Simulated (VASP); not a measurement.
# BaS (I4/mmm) in VASP: single point with PBE

Aim: the single point of BaS with PBE.

All numbers are computed with VASP 6.6.1; they aren't measurements. Logs are shortened: lines on timing, memory, paths and dates and some standing lists are left out, and cuts for length are marked.

### Step 1. The cell of the first run

The structure is tetragonal, space group I4/mmm (No. 139). The conventional cell has a = 4.652 Å, b = 4.652 Å, c = 6.388 Å, α = 90.00°, β = 90.00°, γ = 90.00°. Ba (site symmetry 4/mmm) has 6 S at 3.19 to 3.29 Å within 4.2 Å. S (site symmetry 4/mmm) has 6 Ba at 3.19 to 3.29 Å within 4.2 Å.

### Step 2. Single point, PBE (equal xx and yy strain of +3 %)

INCAR

```
SYSTEM = BaS
PREC = Accurate
ENCUT = 520
EDIFF = 1E-7
ISMEAR = -1
SIGMA = 0.02
LREAL = .FALSE.
LASPH = .TRUE.
NELM = 80
ALGO = Normal
ISIF = 2
LWAVE = .FALSE.
LCHARG = .FALSE.
GGA = PE
NBANDS = 15
```

KPOINTS

```
regular mesh
0
G
  8 8 8
  0 0 0
```

POSCAR

```
BaS
1.0
    0.0000000000      3.2895625000      3.1937500000
    3.2895625000      0.0000000000      3.1937500000
    3.2895625000      3.2895625000      0.0000000000
Ba S
1 1
Direct
    0.0000000000      0.0000000000      0.0000000000
    0.5000000000      0.5000000000      0.5000000000
```

Potentials or basis: VASP PAW PBE potentials, release 64 (Ba_sv, S).

Started as:

```console
cat potpaw_PBE.64/Ba_sv/POTCAR potpaw_PBE.64/S/POTCAR > POTCAR
mpirun -np 1 vasp_std > vasp.out
```

OUTCAR:

```text
SYSTEM = BaS
   PREC = Accurate
   ENCUT = 520
   EDIFF = 1E-7
   ISMEAR = -1
   LREAL = .FALSE.
   LASPH = .TRUE.
   NELM = 80
   ISIF = 2
   GGA = PE

 ion  position               nearest neighbor table
   1  0.000  0.000  0.000-   2 3.19   2 3.19   2 3.29   2 3.29   2 3.29   2 3.29
   2  0.500  0.500  0.500-   1 3.19   1 3.19   1 3.29   1 3.29   1 3.29   1 3.29

  LATTYP: Found a body centered tetragonal cell.
 ALAT       =     4.6521439018
 C/A-ratio  =     1.3730228761

  Lattice vectors:

 A1 = (   0.0000000000,  -3.2895625000,  -3.1937500000)
 A2 = (   0.0000000000,   3.2895625000,  -3.1937500000)
 A3 = (   3.2895625000,   0.0000000000,   3.1937500000)

Analysis of symmetry for initial positions (statically):
=====================================================================
 Subroutine PRICEL returns:
 Original cell was already a primitive cell.

 Routine SETGRP: Setting up the symmetry group for a
 body centered tetragonal supercell.

 Subroutine GETGRP returns: Found 16 space group operations
 (whereof 16 operations were pure point group operations)
 out of a pool of 16 trial point group operations.

The static configuration has the point symmetry D_4h.

Analysis of symmetry for dynamics (positions and initial velocities):
=====================================================================
 Subroutine PRICEL returns:
 Original cell was already a primitive cell.

 Routine SETGRP: Setting up the symmetry group for a
 body centered tetragonal supercell.

 Subroutine GETGRP returns: Found 16 space group operations
 (whereof 16 operations were pure point group operations)
 out of a pool of 16 trial point group operations.

The dynamic configuration has the point symmetry D_4h.

 Subroutine INISYM returns: Found 16 space group operations
 (whereof 16 operations are pure point group operations),
 and found     1 'primitive' translations

----------------------------------------------------------------------------------------

                                     Primitive cell

  volume of cell :      69.1206

  direct lattice vectors                    reciprocal lattice vectors
     0.000000000  3.289562500  3.193750000    -0.151995896  0.151995896  0.156555773
     3.289562500  0.000000000  3.193750000     0.151995896 -0.151995896  0.156555773
     3.289562500  3.289562500  0.000000000     0.151995896  0.151995896 -0.156555773

  length of vectors
     4.584894819  4.584894819  4.652143902     0.265923325  0.265923325  0.265923325

  position of ions in fractional coordinates (direct lattice)
     0.000000000  0.000000000  0.000000000
     0.500000000  0.500000000  0.500000000

  ion indices of the primitive-cell ions
   primitive index   ion index
                 1           1
                 2           2

----------------------------------------------------------------------------------------

 KPOINTS: regular mesh

Automatic generation of k-mesh.
 Grid dimensions read from file:
 generate k-points for:    8    8    8

 Generating k-lattice:

  Cartesian coordinates                     Fractional coordinates (reciprocal lattice)
    -0.018999487  0.018999487  0.019569472     0.125000000  0.000000000  0.000000000
     0.018999487 -0.018999487  0.019569472     0.000000000  0.125000000  0.000000000
     0.018999487  0.018999487 -0.019569472     0.000000000  0.000000000  0.125000000

  Length of vectors
     0.033240416  0.033240416  0.033240416

  Shift w.r.t. Gamma in fractional coordinates (k-lattice)
     0.000000000  0.000000000  0.000000000

 Subroutine IBZKPT returns following result:
 ===========================================

 Found     59 irreducible k-points:

 Following reciprocal coordinates:
            Coordinates               Weight
  0.000000  0.000000  0.000000      1.000000
  0.125000  0.000000  0.000000      8.000000
  0.250000  0.000000  0.000000      8.000000
  0.375000  0.000000  0.000000      8.000000
  0.500000  0.000000  0.000000      4.000000
  0.125000  0.125000  0.000000      2.000000
[... 16 lines left out ...]
  0.250000  0.000000  0.125000     16.000000
  0.375000  0.000000  0.125000     16.000000
 [... further k-points ...]
   k-points           NKPTS =     59   k-points in BZ     NKDIM =     59   number of bands    NBANDS=     15
   number of dos      NEDOS =    301   number of ions     NIONS =      2
   total plane-waves  NPLWV =  46656
   dimension x,y,z NGX =    36 NGY =   36 NGZ =   36
   dimension x,y,z NGXF=    72 NGYF=   72 NGZF=   72
   ions per type =               1   1
   NGX,Y,Z   is equivalent  to a cutoff of  13.05, 13.05, 12.86 a.u.
   NGXF,Y,Z  is equivalent  to a cutoff of  26.11, 26.11, 25.73 a.u.
 SYSTEM =  BaS
   PREC   = accura    normal or accurate (medium, high low for compatibility)
   ISTART =      0    job   : 0-new  1-cont  2-samecut
   ICHARG =      2    charge: 1-file 2-atom 10-const
   ISPIN  =      1    spin polarized calculation?
   LNONCOLLINEAR =      F non collinear calculations
   LSORBIT =      F    spin-orbit coupling
   LASPH  =      T    aspherical Exc in radial PAW
   ENCUT  =  520.0 eV  38.22 Ry    6.18 a.u.   8.52  8.52  8.65*2*pi/ulx,y,z
   NELM   =     80;   NELMIN=  2; NELMDL= -5     # of ELM steps
   EDIFF  = 0.1E-06   stopping-criterion for ELM
   LREAL  =      F    real-space projection
   EDIFFG = 0.1E-05   stopping-criterion for IOM
   NSW    =      0    number of steps for IOM
   IBRION =     -1    ionic relax: 0-MD 1-quasi-New 2-CG
   NFREE  =      0    steps in history (QN), initial steepest desc. (CG)
   ISIF   =      2    stress and relaxation
   ISYM   =      2    0-nonsym 1-usesym 2-fastsym
   POTIM  = 0.5000    time-step for ionic-motion
   TEBEG  =    0.0;   TEEND  =   0.0 temperature during run
   PSTRESS=    0.0 pullay stress
   NELECT =      16.0000    total number of electrons
   NUPDOWN=      -1.0000    fix difference up-down
   EMIN   =  10.00;   EMAX   =-10.00  energy-range for DOS
   EFERMI =   0.00;   METHOD = LEGACY
   ISMEAR =    -1;   SIGMA  =   0.02  broadening in eV -4-tet -1-fermi 0-gaus
   EFERMI_NEDOS =   21; number of points for ismear=-14 and -15
   IALGO  =     38    algorithm
   IMIX   =      4    mixing-type and parameters
     AMIX     =   0.40;   BMIX     =  1.00
     AMIX_MAG =   1.60;   BMIX_MAG =  1.00
  volume/ion in A,a.u.               =      34.56       233.22
  Fermi-wavevector in a.u.,A,eV,Ry     =   1.005184  1.899523 13.747269  1.010396
  Thomas-Fermi vector in A             =   2.137848
   LORBIT       =      0    0 simple, 1 ext, 2 COOP (PROOUT), +10 PAW based schemes
   GGA     = PE    functional components
   LHFCALC =     F    Hartree Fock is set to
   AEXX    =    0.0000 exact exchange contribution
   IVDW    =     0    specifies the selected vdW correction
   LEPSILON=     F    determine dielectric tensor
   LRPA    =     F    only Hartree local field effects (RPA)
 non-spin polarized calculation
  energy-cutoff  :      520.00
  volume of cell :       69.12
 maximum number of plane-waves:      1883
 NGX is ok and might be reduce to    36
   NGX = 17   NGY = 17   NGZ = 17

 number of electron      15.9999999 magnetization

 Free energy of the ion-electron system (eV)
  ---------------------------------------------------
  ext. energy  EPLUGINS =         0.00000000
  ---------------------------------------------------
  free energy    TOTEN  =       -10.17994558 eV

  energy without entropy =      -10.17994558  energy(sigma->0) =      -10.17994558

 E-fermi :   1.6665     XC(G=0):  -8.3814

 val. band max:        1.2143535631   @ k =   0.0000   0.0000   0.0000
 cond. band min:       3.3417916181   @ k =   0.5000   0.5000   0.0000
 fundamental gap:      2.1274380549
 Fermi energy:         1.6665005711

 k-point     1 :       0.0000    0.0000    0.0000
  band No.  band energies     occupation
      1     -25.1068      2.00000
      2     -10.1699      2.00000
      3     -10.1699      2.00000
      4     -10.1659      2.00000
      5      -9.1154      2.00000
      6       1.1327      2.00000
      7       1.1327      2.00000
      8       1.2144      2.00000
      9       4.4499      0.00000
     10       4.9498      0.00000
     11       4.9498      0.00000
     12       5.1423      0.00000
     13       5.7943      0.00000
     14       5.9947      0.00000
     15       9.7907      0.00000

 k-point     2 :       0.1250    0.0000    0.0000
  band No.  band energies     occupation
      1     -25.1020      2.00000
      2     -10.3767      2.00000
      3     -10.1764      2.00000
      4     -10.1707      2.00000
      5      -8.8930      2.00000
      6       0.7703      2.00000
      7       0.9530      2.00000
      8       0.9960      2.00000
      9       4.8943      0.00000
     10       5.1151      0.00000
     11       5.1769      0.00000
     12       5.3093      0.00000
     13       6.1937      0.00000
     14       6.4276      0.00000
     15      10.3714      0.00000

 k-point     3 :       0.2500    0.0000    0.0000
  band No.  band energies     occupation
      1     -25.0903      2.00000
      2     -10.7203      2.00000
      3     -10.1921      2.00000
      4     -10.1785      2.00000
      5      -8.5143      2.00000
      6       0.0802      2.00000
      7       0.5916      2.00000
      8       0.6029      2.00000
      9       5.2010      0.00000
     10       5.8076      0.00000
     11       5.8706      0.00000
     12       6.1684      0.00000
     13       7.2049      0.00000
     14       7.5071      0.00000
     15      11.4211      0.00000

 k-point     4 :       0.3750    0.0000    0.0000
  band No.  band energies     occupation
      1     -25.0786      2.00000
      2     -10.9746      2.00000
      3     -10.2077      2.00000
      4     -10.1862      2.00000
      5      -8.2222      2.00000
      6      -0.4573      2.00000
      7       0.2843      2.00000
      8       0.2958      2.00000
      9       5.7671      0.00000
     10       6.6894      0.00000
     11       6.6993      0.00000
     12       6.9734      0.00000
     13       8.4619      0.00000
     14       8.8021      0.00000
     15      10.9163      0.00000
[... 307 lines left out ...]
 k-point    22 :       0.1250    0.0000    0.1250
  band No.  band energies     occupation
      1     -25.1006      2.00000
      2     -10.3698      2.00000
      3     -10.1896      2.00000
      4     -10.1893      2.00000
      5      -8.8866      2.00000
      6       0.5003      2.00000
      7       1.0640      2.00000
      8       1.1456      2.00000
      9       4.6103      0.00000
     10       4.9682      0.00000
     11       5.4349      0.00000
     12       5.6165      0.00000
     13       6.0775      0.00000
     14       6.7665      0.00000
     15      10.5195      0.00000

 k-point    23 :       0.2500    0.0000    0.1250
  band No.  band energies     occupation
      1     -25.0914      2.00000
      2     -10.6038      2.00000
      3     -10.2088      2.00000
      4     -10.2013      2.00000
      5      -8.6481      2.00000
      6       0.0848      2.00000
      7       0.8068      2.00000
      8       0.9061      2.00000
      9       4.5607      0.00000
     10       5.6345      0.00000
     11       6.0252      0.00000
     12       6.1760      0.00000
     13       6.6157      0.00000
     14       7.8241      0.00000
     15      11.5014      0.00000

 k-point    24 :       0.3750    0.0000    0.1250
  band No.  band energies     occupation
      1     -25.0798      2.00000
      2     -10.8535      2.00000
      3     -10.2263      2.00000
      4     -10.2151      2.00000
      5      -8.3863      2.00000
      6      -0.2475      2.00000
      7       0.4066      2.00000
      8       0.5491      2.00000
      9       4.9746      0.00000
     10       6.6827      0.00000
     11       6.7200      0.00000
     12       6.9289      0.00000
     13       7.6994      0.00000
     14       8.7915      0.00000
     15      10.7617      0.00000

 [... further k-points ...]
[... 5 lines left out ...]
  --------------------------------------------------------------------------------------
  -------------------------------------------------------------------------------------
  Total       -0.7030469     -0.7030469      0.1614834      0.0000000      0.0000000      0.0000000
  in kB      -16.2962503    -16.2962503      3.7430988      0.0000000      0.0000000      0.0000000
  external PRESSURE =      -9.6164673 kB  Pullay stress =       0.0000000 kB

 VOLUME and BASIS-vectors are now :
 -----------------------------------------------------------------------------
  energy-cutoff  :      520.00
  volume of cell :       69.12
      direct lattice vectors                 reciprocal lattice vectors
     0.000000000  3.289562500  3.193750000    -0.151995896  0.151995896  0.156555773
     3.289562500  0.000000000  3.193750000     0.151995896 -0.151995896  0.156555773
     3.289562500  3.289562500  0.000000000     0.151995896  0.151995896 -0.156555773

 POSITION                                       TOTAL-FORCE (eV/Angst)
 -----------------------------------------------------------------------------------
      0.00000      0.00000      0.00000         0.000000      0.000000      0.000000
      3.28956      3.28956      3.19375         0.000000      0.000000      0.000000
 -----------------------------------------------------------------------------------
    total drift:                                0.000000      0.000000      0.000000

  FREE ENERGIE OF THE ION-ELECTRON SYSTEM (eV)
  ---------------------------------------------------
  free  energy   TOTEN  =       -10.1799455775 eV

  energy  without entropy=      -10.1799455775  energy(sigma->0) =      -10.17994558
```

Run time: 1.7 min. Hardware: 1 thread of Intel Xeon 8259CL, shared host; peak memory 0.24 GiB.

What came out:

* Free energy: -10.1799 eV
* Pressure: -1.0 GPa
* Band gap on the k mesh: 2.13 eV (least direct gap 2.30 eV)

Caveat: the cell differs from its parent crystal (equal xx and yy strain of +3 %); spin-orbit coupling is left out, which moves the levels of the heavy elements. A k mesh can miss the band edges.
